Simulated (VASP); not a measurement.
# Ni (Im-3m) in VASP: single point with LDA

Aim: the single point of Ni with LDA.

Everything below comes from runs of VASP 6.6.1. Logs are shortened: lines on timing, memory, paths and dates and some standing lists are left out, and cuts for length are marked.

### 1 The cell of the first run

The structure is cubic, space group Im-3m (No. 229). Conventional cell: a = 2.724 Å, b = 2.724 Å, c = 2.724 Å, α = 90.00°, β = 90.00°, γ = 90.00°. Within 3.1 Å of Ni (site symmetry m-3m) lie 14 Ni at 2.36 to 2.72 Å.

### 2 Single point, LDA

Input file INCAR:

```
SYSTEM = Ni
ALGO = Normal
EDIFF = 1E-7
ENCUT = 520
GGA = CA
ISIF = 2
ISMEAR = -1
LASPH = .TRUE.
LCHARG = .FALSE.
LREAL = .FALSE.
LWAVE = .FALSE.
NBANDS = 11
NELM = 100
PREC = Accurate
SIGMA = 0.13605693000000002
```

Input file KPOINTS:

```
k-points
0
G
  17 17 17
  0 0 0
```

Input file POSCAR:

```
Ni
1.0
   -1.3621221913      1.3621221913      1.3621221913
    1.3621221913     -1.3621221913      1.3621221913
    1.3621221913      1.3621221913     -1.3621221913
Ni
1
Direct
    0.0000000000      0.0000000000      0.0000000000
```

Potentials or basis: VASP PAW LDA potentials, release 64 (Ni).

Started as:

```sh
> cat potpaw_LDA.64/Ni/POTCAR > POTCAR
> mpirun -np 1 vasp_std > vasp.out
```

OUTCAR:

```text
SYSTEM = Ni
   EDIFF = 1E-7
   ENCUT = 520
   GGA = CA
   ISIF = 2
   ISMEAR = -1
   LASPH = .TRUE.
   LREAL = .FALSE.
   NELM = 100
   PREC = Accurate

 ion  position               nearest neighbor table
   1  0.000  0.000  0.000-

  LATTYP: Found a body centered cubic cell.
 ALAT       =     2.7242443826

  Lattice vectors:

 A1 = (  -1.3621221913,   1.3621221913,   1.3621221913)
 A2 = (   1.3621221913,  -1.3621221913,   1.3621221913)
 A3 = (   1.3621221913,   1.3621221913,  -1.3621221913)

Analysis of symmetry for initial positions (statically):
=====================================================================
 Subroutine PRICEL returns:
 Original cell was already a primitive cell.

 Routine SETGRP: Setting up the symmetry group for a
 body centered cubic supercell.

 Subroutine GETGRP returns: Found 48 space group operations
 (whereof 48 operations were pure point group operations)
 out of a pool of 48 trial point group operations.

The static configuration has the point symmetry O_h .

Analysis of symmetry for dynamics (positions and initial velocities):
=====================================================================
 Subroutine PRICEL returns:
 Original cell was already a primitive cell.

 Routine SETGRP: Setting up the symmetry group for a
 body centered cubic supercell.

 Subroutine GETGRP returns: Found 48 space group operations
 (whereof 48 operations were pure point group operations)
 out of a pool of 48 trial point group operations.

The dynamic configuration has the point symmetry O_h .

 Subroutine INISYM returns: Found 48 space group operations
 (whereof 48 operations are pure point group operations),
 and found     1 'primitive' translations

----------------------------------------------------------------------------------------

                                     Primitive cell

  volume of cell :      10.1090

  direct lattice vectors                    reciprocal lattice vectors
    -1.362122191  1.362122191  1.362122191     0.000000000  0.367074263  0.367074263
     1.362122191 -1.362122191  1.362122191     0.367074263  0.000000000  0.367074263
     1.362122191  1.362122191 -1.362122191     0.367074263  0.367074263  0.000000000

  length of vectors
     2.359264841  2.359264841  2.359264841     0.519121402  0.519121402  0.519121402

  position of ions in fractional coordinates (direct lattice)
     0.000000000  0.000000000  0.000000000

  ion indices of the primitive-cell ions
   primitive index   ion index
                 1           1

----------------------------------------------------------------------------------------

 KPOINTS: k-points

Automatic generation of k-mesh.
 Grid dimensions read from file:
 generate k-points for:   17   17   17

 Generating k-lattice:

  Cartesian coordinates                     Fractional coordinates (reciprocal lattice)
     0.000000000  0.021592604  0.021592604     0.058823529  0.000000000  0.000000000
     0.021592604  0.000000000  0.021592604     0.000000000  0.058823529  0.000000000
     0.021592604  0.021592604  0.000000000     0.000000000  0.000000000  0.058823529

  Length of vectors
     0.030536553  0.030536553  0.030536553

  Shift w.r.t. Gamma in fractional coordinates (k-lattice)
     0.000000000  0.000000000  0.000000000

 Subroutine IBZKPT returns following result:
 ===========================================

 Found    165 irreducible k-points:

 Following reciprocal coordinates:
            Coordinates               Weight
  0.000000  0.000000  0.000000      1.000000
  0.058824  0.000000  0.000000     12.000000
  0.117647  0.000000  0.000000     12.000000
  0.176471  0.000000  0.000000     12.000000
  0.235294  0.000000  0.000000     12.000000
  0.294118  0.000000  0.000000     12.000000
[... 16 lines left out ...]
  0.411765  0.117647  0.000000     48.000000
  0.176471  0.176471  0.000000     24.000000
 [... further k-points ...]
   k-points           NKPTS =    165   k-points in BZ     NKDIM =    165   number of bands    NBANDS=     11
   number of dos      NEDOS =    301   number of ions     NIONS =      1
   total plane-waves  NPLWV =   5832
   dimension x,y,z NGX =    18 NGY =   18 NGZ =   18
   dimension x,y,z NGXF=    36 NGYF=   36 NGZF=   36
   ions per type =               1
   NGX,Y,Z   is equivalent  to a cutoff of  12.68, 12.68, 12.68 a.u.
   NGXF,Y,Z  is equivalent  to a cutoff of  25.37, 25.37, 25.37 a.u.
 SYSTEM =  Ni
   PREC   = accura    normal or accurate (medium, high low for compatibility)
   ISTART =      0    job   : 0-new  1-cont  2-samecut
   ICHARG =      2    charge: 1-file 2-atom 10-const
   ISPIN  =      1    spin polarized calculation?
   LNONCOLLINEAR =      F non collinear calculations
   LSORBIT =      F    spin-orbit coupling
   LASPH  =      T    aspherical Exc in radial PAW
   ENCUT  =  520.0 eV  38.22 Ry    6.18 a.u.   4.39  4.39  4.39*2*pi/ulx,y,z
   NELM   =    100;   NELMIN=  2; NELMDL= -5     # of ELM steps
   EDIFF  = 0.1E-06   stopping-criterion for ELM
   LREAL  =      F    real-space projection
   EDIFFG = 0.1E-05   stopping-criterion for IOM
   NSW    =      0    number of steps for IOM
   IBRION =     -1    ionic relax: 0-MD 1-quasi-New 2-CG
   NFREE  =      0    steps in history (QN), initial steepest desc. (CG)
   ISIF   =      2    stress and relaxation
   ISYM   =      2    0-nonsym 1-usesym 2-fastsym
   POTIM  = 0.5000    time-step for ionic-motion
   TEBEG  =    0.0;   TEEND  =   0.0 temperature during run
   PSTRESS=    0.0 pullay stress
   NELECT =      10.0000    total number of electrons
   NUPDOWN=      -1.0000    fix difference up-down
   EMIN   =  10.00;   EMAX   =-10.00  energy-range for DOS
   EFERMI =   0.00;   METHOD = LEGACY
   ISMEAR =    -1;   SIGMA  =   0.14  broadening in eV -4-tet -1-fermi 0-gaus
   EFERMI_NEDOS =   21; number of points for ismear=-14 and -15
   IALGO  =     38    algorithm
   IMIX   =      4    mixing-type and parameters
     AMIX     =   0.40;   BMIX     =  1.00
     AMIX_MAG =   1.60;   BMIX_MAG =  1.00
  volume/ion in A,a.u.               =      10.11        68.22
  Fermi-wavevector in a.u.,A,eV,Ry     =   1.631193  3.082508 36.202268  2.660792
  Thomas-Fermi vector in A             =   2.723370
   LORBIT       =      0    0 simple, 1 ext, 2 COOP (PROOUT), +10 PAW based schemes
   GGA     = CA    functional components
   LHFCALC =     F    Hartree Fock is set to
   AEXX    =    0.0000 exact exchange contribution
   IVDW    =     0    specifies the selected vdW correction
   LEPSILON=     F    determine dielectric tensor
   LRPA    =     F    only Hartree local field effects (RPA)
 non-spin polarized calculation
  energy-cutoff  :      520.00
  volume of cell :       10.11
 maximum number of plane-waves:       279
 NGX is ok and might be reduce to    18
   NGX =  9   NGY =  9   NGZ =  9

 number of electron      10.0000010 magnetization

 Free energy of the ion-electron system (eV)
  ---------------------------------------------------
  ext. energy  EPLUGINS =         0.00000000
  ---------------------------------------------------
  free energy    TOTEN  =        -6.53812391 eV

  energy without entropy =       -6.42305101  energy(sigma->0) =       -6.48058746

 E-fermi :   9.9862     XC(G=0): -14.0515

 val. band max:        9.9811028163   @ k =  -0.4118  -0.4706   0.0588
 cond. band min:      10.0018668226   @ k =  -0.2353   0.3529   0.0588
 fundamental gap:      0.0207640062
 Fermi energy:         9.9862190601

 k-point     1 :       0.0000    0.0000    0.0000
  band No.  band energies     occupation
      1       0.6377      2.00000
      2       7.8272      2.00000
      3       7.8272      2.00000
      4       7.8272      2.00000
      5       9.3415      1.98265
      6       9.3415      1.98265
      7      37.2628      0.00000
      8      37.2628      0.00000
      9      37.2628      0.00000
     10      42.7110      0.00000
     11      42.7110      0.00000

 k-point     2 :       0.0588    0.0000    0.0000
  band No.  band energies     occupation
      1       0.7892      2.00000
      2       7.7893      2.00000
      3       7.8240      2.00000
      4       7.9012      2.00000
      5       9.3026      1.98694
      6       9.3444      1.98228
      7      36.1350      0.00000
      8      37.0136      0.00000
      9      37.1039      0.00000
     10      41.6720      0.00000
     11      42.0786      0.00000

 k-point     3 :       0.1176    0.0000    0.0000
  band No.  band energies     occupation
      1       1.2359      2.00000
      2       7.6814      2.00000
      3       7.8045      2.00000
      4       8.1168      2.00000
      5       9.2102      1.99335
      6       9.3541      1.98099
      7      33.5724      0.00000
      8      36.1091      0.00000
      9      36.7230      0.00000
     10      39.7930      0.00000
     11      40.6846      0.00000

 k-point     4 :       0.1765    0.0000    0.0000
  band No.  band energies     occupation
      1       1.9497      2.00000
      2       7.5207      2.00000
      3       7.7514      2.00000
      4       8.4554      1.99997
      5       9.1249      1.99645
      6       9.3720      1.97834
      7      30.5112      0.00000
      8      34.7132      0.00000
      9      36.2787      0.00000
     10      37.6502      0.00000
     11      39.7873      0.00000
[... 239 lines left out ...]
 k-point    22 :       0.3529    0.1176    0.0000
  band No.  band energies     occupation
      1       5.3293      2.00000
      2       6.8772      2.00000
      3       8.1653      2.00000
      4       9.2218      1.99277
      5       9.6644      1.82834
      6      11.2413      0.00020
      7      19.2899      0.00000
      8      27.0705      0.00000
      9      30.8588      0.00000
     10      36.8965      0.00000
     11      42.0858      0.00000

 k-point    23 :       0.4118    0.1176    0.0000
  band No.  band energies     occupation
      1       5.4221      2.00000
      2       6.8191      2.00000
      3       8.5127      1.99996
      4       9.2538      1.99086
      5       9.7828      1.63369
      6      12.0318      0.00000
      7      17.5945      0.00000
      8      26.7379      0.00000
      9      30.4567      0.00000
     10      36.8207      0.00000
     11      42.1047      0.00000

 k-point    24 :       0.1765    0.1765    0.0000
  band No.  band energies     occupation
      1       4.1563      2.00000
      2       7.2247      2.00000
      3       7.3006      2.00000
      4       9.0023      1.99855
      5       9.4937      1.94784
      6       9.8371      1.49903
      7      26.1054      0.00000
      8      26.9719      0.00000
      9      32.8198      0.00000
     10      37.7640      0.00000
     11      41.3809      0.00000

 [... further k-points ...]
[... 5 lines left out ...]
  --------------------------------------------------------------------------------------
  -------------------------------------------------------------------------------------
  Total       -0.0338028     -0.0338028     -0.0338028      0.0000000     -0.0000000      0.0000000
  in kB       -5.3574199     -5.3574199     -5.3574199      0.0000000     -0.0000000      0.0000000
  external PRESSURE =      -5.3574199 kB  Pullay stress =       0.0000000 kB

 VOLUME and BASIS-vectors are now :
 -----------------------------------------------------------------------------
  energy-cutoff  :      520.00
  volume of cell :       10.11
      direct lattice vectors                 reciprocal lattice vectors
    -1.362122191  1.362122191  1.362122191     0.000000000  0.367074263  0.367074263
     1.362122191 -1.362122191  1.362122191     0.367074263  0.000000000  0.367074263
     1.362122191  1.362122191 -1.362122191     0.367074263  0.367074263  0.000000000

 POSITION                                       TOTAL-FORCE (eV/Angst)
 -----------------------------------------------------------------------------------
      0.00000      0.00000      0.00000         0.000000     -0.000000      0.000000
 -----------------------------------------------------------------------------------
    total drift:                                0.000000      0.000000      0.000000

  FREE ENERGIE OF THE ION-ELECTRON SYSTEM (eV)
  ---------------------------------------------------
  free  energy   TOTEN  =        -6.5381239105 eV

  energy  without entropy=       -6.4230510061  energy(sigma->0) =       -6.48058746
```

Run time: 12 s. Hardware: 1 thread of Intel Xeon 6975P-C, shared host; peak memory 0.12 GiB.

Results:

* Free energy: -6.5381 eV
* Pressure: -0.5 GPa
* Band gap on the k mesh: zero (band 5 reaches 10.36 eV, above the bottom of band 6 at 9.27 eV)

Caveat: the run has no spin polarisation, though such a crystal can be magnetic.
